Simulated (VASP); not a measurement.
Write the native input for VASP 6.6.1 that does the following.

```yaml
Task: single point
Functional: PBEsol
Potentials_or_basis: VASP PAW PBE potentials, release 64 (Ti_sv, N)
Cutoff: 520 eV
k_mesh: 20 × 20 × 20
Occupations: gaussian, width 0.15 eV
Spin: no spin polarisation
Dipole_correction: no
Further_INCAR_settings: ALGO = Normal; EDIFF = 1e-07; NBANDS = 16
```

The structure of TiN lies in POSCAR:

```
TiN
1.0
    0.0000000000      2.0735146868      2.0735146868
    2.0735146868      0.0000000000      2.0735146868
    2.0735146868      2.0735146868      0.0000000000
Ti N
1 1
Direct
    0.0000000000      0.0000000000      0.0000000000
    0.5000000000      0.5000000000      0.5000000000
```

The input as run:

INCAR

```
ALGO = Normal ; EDIFF = 1E-7
ENCUT = 520 ; GGA = PS
ISIF = 2 ; ISMEAR = 0
LASPH = True ; LCHARG = False
LREAL = False ; LWAVE = False
NBANDS = 16 ; NELM = 100
PREC = Accurate ; SIGMA = 0.15
```

KPOINTS

```
k-points
0
Gamma
  20 20 20
```

Potentials or basis: VASP PAW PBE potentials, release 64 (Ti_sv, N).

The run is started by

```sh
$ cat potpaw_PBE.64/Ti_sv/POTCAR potpaw_PBE.64/N/POTCAR > POTCAR
$ mpirun -np 1 vasp_std > vasp.out
```

It gave:

The pressure is 13.9 GPa.

Caveat: the PAW data sets were made with another functional, which shifts forces and pressure a little.

Wall time 41 s on 1 thread of Intel(R) Xeon(R) 6975P-C (Granite Rapids), with other jobs on the host, peak memory 0.19 GiB.
